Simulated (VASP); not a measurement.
# P (P-1) in VASP: a series of runs

P is run at these levels: r2SCAN; tasks: single point.

Program: VASP 6.6.1. These are calculated values, not measurements. Logs are shortened: lines on timing, memory, paths and dates and some standing lists are left out, and cuts for length are marked.

## (1) The cell of the first run

The typed cell holds 2 atoms: a = 2.425 Å, b = 2.439 Å, c = 4.852 Å, α = 90.00°, β = 90.24°, γ = 90.00°.

## (2) Single point, r2SCAN

POSCAR

```
P
1.0
    2.4246941115      0.0000000000      0.0000000000
    0.0000000000      2.4385351442      0.0000000000
   -0.0203144631      0.0000000000      4.8524328982
P
2
Direct
    0.0016850000     -0.0076760000      0.7560080000
    0.9949390000     -0.0000510000      0.2438230000
```

INCAR.step1

```
SYSTEM = P
PREC     = Accurate       ! precision mode
ENCUT    = 520            ! plane-wave cutoff, eV
ISMEAR   = -1             ! smearing method
SIGMA    = 0.05           ! smearing width, eV
LREAL    = .FALSE.        ! projectors in reciprocal space
LASPH    = .TRUE.         ! aspherical terms in the spheres
NELM     = 60             ! most SCF steps
NBANDS   = 12             ! bands
GGA      = PE             ! functional
ALGO     = Normal         ! electronic algorithm
EDIFF    = 1E-4           ! SCF threshold, eV
LWAVE    = .TRUE.         ! write WAVECAR
LCHARG   = .FALSE.        ! write CHGCAR
```

INCAR.step2

```
SYSTEM = P
PREC     = Accurate       ! precision mode
ENCUT    = 520            ! plane-wave cutoff, eV
EDIFF    = 1E-6           ! SCF threshold, eV
ISMEAR   = -1             ! smearing method
SIGMA    = 0.05           ! smearing width, eV
LREAL    = .FALSE.        ! projectors in reciprocal space
LASPH    = .TRUE.         ! aspherical terms in the spheres
NELM     = 60             ! most SCF steps
ALGO     = Normal         ! electronic algorithm
ISIF     = 2              ! what is computed and relaxed
LWAVE    = .FALSE.        ! write WAVECAR
LCHARG   = .FALSE.        ! write CHGCAR
METAGGA  = R2SCAN         ! meta-GGA
LMIXTAU  = .TRUE.       
NBANDS   = 12             ! bands
ISTART   = 1
```

KPOINTS

```
Automatic mesh
0
G
  12 12 6
  0 0 0
```

Potentials or basis: VASP PAW PBE potentials, release 64 (P).

On the command line:

```
cat potpaw_PBE.64/P/POTCAR > POTCAR
cp INCAR.step1 INCAR
mpirun -np 1 vasp_std > vasp.out
cp INCAR.step2 INCAR
mpirun -np 1 vasp_std > vasp.out
```

OUTCAR:

```text
SYSTEM = P
   PREC = Accurate
   ENCUT = 520
   EDIFF = 1E-6
   ISMEAR = -1
   LREAL = .FALSE.
   LASPH = .TRUE.
   NELM = 60
   ISIF = 2
   METAGGA = R2SCAN
   ISTART = 1

 ion  position               nearest neighbor table
   1  0.002  0.992  0.756-   2 2.37   2 2.49
   2  0.995  1.000  0.244-   1 2.37   1 2.49

  LATTYP: Found a simple monoclinic cell.
 ALAT       =     2.4246941115
 B/A-ratio  =     1.0057083624
 C/A-ratio  =     2.0012732318
 COS(beta)  =    -0.0041864124

  Lattice vectors:

 A1 = (   2.4246941115,   0.0000000000,   0.0000000000)
 A2 = (   0.0000000000,   2.4385351442,   0.0000000000)
 A3 = (  -0.0203144631,   0.0000000000,   4.8524328982)

Analysis of symmetry for initial positions (statically):
=====================================================================
 Subroutine PRICEL returns:
 Original cell was already a primitive cell.

 Routine SETGRP: Setting up the symmetry group for a
 simple monoclinic supercell.

 Subroutine GETGRP returns: Found  2 space group operations
 (whereof  1 operations were pure point group operations)
 out of a pool of  4 trial point group operations.

The static configuration has the point symmetry C_1 .
 The point group associated with its full space group is S_2 .

Analysis of symmetry for dynamics (positions and initial velocities):
=====================================================================
 Subroutine PRICEL returns:
 Original cell was already a primitive cell.

 Routine SETGRP: Setting up the symmetry group for a
 simple monoclinic supercell.

 Subroutine GETGRP returns: Found  2 space group operations
 (whereof  1 operations were pure point group operations)
 out of a pool of  4 trial point group operations.

The dynamic configuration has the point symmetry C_1 .
 The point group associated with its full space group is S_2 .

 Subroutine INISYM returns: Found  2 space group operations
 (whereof  1 operations are pure point group operations),
 and found     1 'primitive' translations

----------------------------------------------------------------------------------------

                                     Primitive cell

  volume of cell :      28.6910

  direct lattice vectors                    reciprocal lattice vectors
     2.424694112  0.000000000  0.000000000     0.412423157  0.000000000  0.001726589
     0.000000000  2.438535144  0.000000000     0.000000000  0.410082259  0.000000000
    -0.020314463  0.000000000  4.852432898     0.000000000  0.000000000  0.206082190

  length of vectors
     2.424694112  2.438535144  4.852475421     0.412426771  0.410082259  0.206082190

  position of ions in fractional coordinates (direct lattice)
     0.001685000  0.992324000  0.756008000
     0.994939000  0.999949000  0.243823000

  ion indices of the primitive-cell ions
   primitive index   ion index
                 1           1
                 2           2

----------------------------------------------------------------------------------------

 KPOINTS: Automatic mesh

Automatic generation of k-mesh.
 Grid dimensions read from file:
 generate k-points for:   12   12    6

 Generating k-lattice:

  Cartesian coordinates                     Fractional coordinates (reciprocal lattice)
     0.034368596  0.000000000  0.000143882     0.083333333  0.000000000  0.000000000
     0.000000000  0.034173522  0.000000000     0.000000000  0.083333333  0.000000000
     0.000000000  0.000000000  0.034347032     0.000000000  0.000000000  0.166666667

  Length of vectors
     0.034368898  0.034173522  0.034347032

  Shift w.r.t. Gamma in fractional coordinates (k-lattice)
     0.000000000  0.000000000  0.000000000

 Subroutine IBZKPT returns following result:
 ===========================================

 Found    436 irreducible k-points:

 Following reciprocal coordinates:
            Coordinates               Weight
  0.000000  0.000000  0.000000      1.000000
  0.083333  0.000000 -0.000000      2.000000
  0.166667  0.000000 -0.000000      2.000000
  0.250000  0.000000 -0.000000      2.000000
  0.333333  0.000000 -0.000000      2.000000
  0.416667  0.000000 -0.000000      2.000000
[... 16 lines left out ...]
  0.166667  0.166667 -0.000000      2.000000
 -0.166667  0.166667  0.000000      2.000000
 [... further k-points ...]
   k-points           NKPTS =    436   k-points in BZ     NKDIM =    436   number of bands    NBANDS=     12
   number of dos      NEDOS =    301   number of ions     NIONS =      2
   total plane-waves  NPLWV =  11664
   dimension x,y,z NGX =    18 NGY =   18 NGZ =   36
   dimension x,y,z NGXF=    36 NGYF=   36 NGZF=   72
   ions per type =               2
   NGX,Y,Z   is equivalent  to a cutoff of  12.34, 12.27, 12.33 a.u.
   NGXF,Y,Z  is equivalent  to a cutoff of  24.68, 24.54, 24.67 a.u.
 SYSTEM =  P
   PREC   = accura    normal or accurate (medium, high low for compatibility)
   ISTART =      1    job   : 0-new  1-cont  2-samecut
   ICHARG =      0    charge: 1-file 2-atom 10-const
   ISPIN  =      1    spin polarized calculation?
   LNONCOLLINEAR =      F non collinear calculations
   LSORBIT =      F    spin-orbit coupling
   LASPH  =      T    aspherical Exc in radial PAW
   ENCUT  =  520.0 eV  38.22 Ry    6.18 a.u.   4.51  4.53  9.02*2*pi/ulx,y,z
   NELM   =     60;   NELMIN=  2; NELMDL=  0     # of ELM steps
   EDIFF  = 0.1E-05   stopping-criterion for ELM
   LREAL  =      F    real-space projection
   EDIFFG = 0.1E-04   stopping-criterion for IOM
   NSW    =      0    number of steps for IOM
   IBRION =     -1    ionic relax: 0-MD 1-quasi-New 2-CG
   NFREE  =      0    steps in history (QN), initial steepest desc. (CG)
   ISIF   =      2    stress and relaxation
   ISYM   =      2    0-nonsym 1-usesym 2-fastsym
   POTIM  = 0.5000    time-step for ionic-motion
   TEBEG  =    0.0;   TEEND  =   0.0 temperature during run
   PSTRESS=    0.0 pullay stress
   NELECT =      10.0000    total number of electrons
   NUPDOWN=      -1.0000    fix difference up-down
   EMIN   =  10.00;   EMAX   =-10.00  energy-range for DOS
   EFERMI =   0.00;   METHOD = LEGACY
   ISMEAR =    -1;   SIGMA  =   0.05  broadening in eV -4-tet -1-fermi 0-gaus
   EFERMI_NEDOS =   21; number of points for ismear=-14 and -15
   IALGO  =     38    algorithm
   IMIX   =      4    mixing-type and parameters
     AMIX     =   0.40;   BMIX     =  1.00
     AMIX_MAG =   1.60;   BMIX_MAG =  1.00
  volume/ion in A,a.u.               =      14.35        96.81
  Fermi-wavevector in a.u.,A,eV,Ry     =   1.152107  2.177167 18.059715  1.327352
  Thomas-Fermi vector in A             =   2.288761
   LORBIT       =      0    0 simple, 1 ext, 2 COOP (PROOUT), +10 PAW based schemes
   METAGGA = R2SCAN    functional components
   LHFCALC =     F    Hartree Fock is set to
   AEXX    =    0.0000 exact exchange contribution
   IVDW    =     0    specifies the selected vdW correction
   LEPSILON=     F    determine dielectric tensor
   LRPA    =     F    only Hartree local field effects (RPA)
 non-spin polarized calculation
  energy-cutoff  :      520.00
  volume of cell :       28.69
 maximum number of plane-waves:       795
   NGX =  9   NGY =  9   NGZ = 19

 number of electron      10.0000000 magnetization

 Free energy of the ion-electron system (eV)
  ---------------------------------------------------
  ext. energy  EPLUGINS =         0.00000000
  ---------------------------------------------------
  free energy    TOTEN  =       -17.59723502 eV

  energy without entropy =      -17.59152322  energy(sigma->0) =      -17.59437912

 E-fermi :   9.8793     XC(G=0): -11.9436

 val. band max:        9.8701440316   @ k =   0.2500   0.4167  -0.0000
 cond. band min:       9.8922767730   @ k =  -0.1667   0.4167   0.5000
 fundamental gap:      0.0221327414
 Fermi energy:         9.8793288184

 k-point     1 :       0.0000    0.0000    0.0000
  band No.  band energies     occupation
      1      -7.6975      2.00000
      2      -3.0397      2.00000
      3       0.6237      2.00000
      4      15.0501      0.00000
      5      15.2882      0.00000
      6      15.3279      0.00000
      7      16.9056      0.00000
      8      16.9746      0.00000
      9      18.1778      0.00000
     10      18.4271      0.00000
     11      19.6315      0.00000
     12      24.9073      0.00000

 k-point     2 :       0.0833    0.0000   -0.0000
  band No.  band energies     occupation
      1      -7.5281      2.00000
      2      -2.8687      2.00000
      3       0.7754      2.00000
      4      12.7294      0.00000
      5      15.1856      0.00000
      6      15.4417      0.00000
      7      16.1041      0.00000
      8      17.0540      0.00000
      9      18.3059      0.00000
     10      19.3409      0.00000
     11      21.6073      0.00000
     12      22.7467      0.00000

 k-point     3 :       0.1667    0.0000   -0.0000
  band No.  band energies     occupation
      1      -7.0236      2.00000
      2      -2.3580      2.00000
      3       1.2230      2.00000
      4       9.5635      1.99640
      5      13.2029      0.00000
      6      15.5856      0.00000
      7      15.8469      0.00000
      8      17.4383      0.00000
      9      18.6837      0.00000
     10      19.4387      0.00000
     11      21.7533      0.00000
     12      23.5203      0.00000
[... 286 lines left out ...]
 k-point    23 :       0.1667    0.1667   -0.0000
  band No.  band energies     occupation
      1      -6.3611      2.00000
      2      -1.6888      2.00000
      3       1.8087      2.00000
      4       9.4121      1.99983
      5      10.8931      0.00000
      6      12.5632      0.00000
      7      15.5828      0.00000
      8      16.3978      0.00000
      9      19.5867      0.00000
     10      20.2538      0.00000
     11      20.3438      0.00000
     12      25.0625      0.00000

 k-point    24 :      -0.1667    0.1667    0.0000
  band No.  band energies     occupation
      1      -6.3611      2.00000
      2      -1.6888      2.00000
      3       1.8087      2.00000
      4       9.4116      1.99983
      5      10.8955      0.00000
      6      12.5604      0.00000
      7      15.5833      0.00000
      8      16.3977      0.00000
      9      19.5888      0.00000
     10      20.2546      0.00000
     11      20.3416      0.00000
     12      25.0618      0.00000

 [... further k-points ...]

------------------------ aborting loop because EDIFF is reached ----------------------------------------

  FORCE on cell =-STRESS in cart. coord.  units (eV):
  Direction    XX          YY          ZZ          XY          YZ          ZX
  --------------------------------------------------------------------------------------
  -------------------------------------------------------------------------------------
  Total       -0.0513465     -0.2277751      0.1859184      0.0026145     -0.0097300      0.0858969
  in kB       -2.8673172    -12.7195392     10.3821561      0.1460015     -0.5433484      4.7966991
  external PRESSURE =      -1.7349001 kB  Pullay stress =       0.0000000 kB

 VOLUME and BASIS-vectors are now :
 -----------------------------------------------------------------------------
  energy-cutoff  :      520.00
  volume of cell :       28.69
      direct lattice vectors                 reciprocal lattice vectors
     2.424694112  0.000000000  0.000000000     0.412423157  0.000000000  0.001726589
     0.000000000  2.438535144  0.000000000     0.000000000  0.410082259  0.000000000
    -0.020314463  0.000000000  4.852432898     0.000000000  0.000000000  0.206082190

 POSITION                                       TOTAL-FORCE (eV/Angst)
 -----------------------------------------------------------------------------------
     -0.01127      2.41982      3.66848        -0.038296      0.040672     -0.112516
      2.40747      2.43841      1.18313         0.038296     -0.040672      0.112516
 -----------------------------------------------------------------------------------
    total drift:                               -0.000020     -0.000048      0.000001

  FREE ENERGIE OF THE ION-ELECTRON SYSTEM (eV)
  ---------------------------------------------------
  free  energy   TOTEN  =       -17.5972350243 eV

  energy  without entropy=      -17.5915232172  energy(sigma->0) =      -17.59437912
```

Run time: 6.6 min. Hardware: 1 thread of AMD EPYC 9755, shared host; peak memory 0.18 GiB.

What came out:

| Property | Result |
| --- | --- |
| Free energy | -17.5972 eV |
| Pressure | -0.2 GPa |
| Largest force | 0.126 eV/Å |
| Band gap on the k mesh | zero (bands 5 and 6 overlap by 10.41 eV) |

Forces on the atoms (eV/Å):
```
P   -0.038  0.041 -0.113
P    0.038 -0.041  0.113
```

Caveat: the PAW data sets were made with another functional, which shifts forces and pressure a little.

## (3) Single point, r2SCAN

POSCAR is that of step 2.

INCAR.step1

```
SYSTEM = P
ALGO = Normal
EDIFF = 1E-4
ENCUT = 520
GGA = PE
ISMEAR = -1
LASPH = .TRUE.
LCHARG = .FALSE.
LREAL = .FALSE.
LWAVE = .TRUE.
NBANDS = 12
NELM = 60
PREC = Accurate
SIGMA = 0.05
```

INCAR.step2

```
SYSTEM = P
ALGO = Normal
EDIFF = 1E-6
ENCUT = 520
ISIF = 2
ISMEAR = -1
ISTART = 1
LASPH = .TRUE.
LCHARG = .TRUE.
LELF = .TRUE.
LMIXTAU = .TRUE.
LREAL = .FALSE.
LVHAR = .TRUE.
LWAVE = .FALSE.
METAGGA = R2SCAN
NBANDS = 12
NELM = 60
PREC = Accurate
SIGMA = 0.05
```

KPOINTS

```
k-points
0
G
  15 15 8
  0 0 0
```

Potentials or basis: VASP PAW PBE potentials, release 64 (P).

On the command line:

```
cat potpaw_PBE.64/P/POTCAR > POTCAR
cp INCAR.step1 INCAR
mpirun -np 1 vasp_std > vasp.out
cp INCAR.step2 INCAR
mpirun -np 1 vasp_std > vasp.out
```

It took 13 min on 1 thread of AMD EPYC 9755, shared host; peak memory 0.28 GiB.

Results (log left out):

```
Free energy            : -17.6341 eV
Pressure               : 1.0 GPa
Largest force          : 0.069 eV/Å
Band gap on the k mesh : zero (bands 5 and 6 overlap by 10.08 eV)
```

Forces in eV/Å, atoms in the order of the input:
```
P   -0.036  0.038 -0.045
P    0.036 -0.038  0.045
```

Stress tensor (GPa, compression positive):
```
 1.25 -0.02  0.39
-0.02 -0.19 -0.05
 0.39 -0.05  2.07
```

Levels at points of the mesh, in eV from the Fermi level:
```
           k point  band 1  band 2  band 3  band 4  band 5  band 6  band 7  band 8  band 9  band 10
(0.00, 0.00, 0.00)  -17.60  -12.94   -9.28    5.15    5.39    5.43    7.00    7.07    8.28     8.53
(0.00, 0.00, 0.50)  -16.32  -15.84   -3.59   -3.03    6.14    6.39    6.53    6.78    7.99     8.31
```

Caveat: the PAW data sets were made with another functional, which shifts forces and pressure a little.

The gap in the log of VASP goes by the Fermi energy; the results here count the filled bands.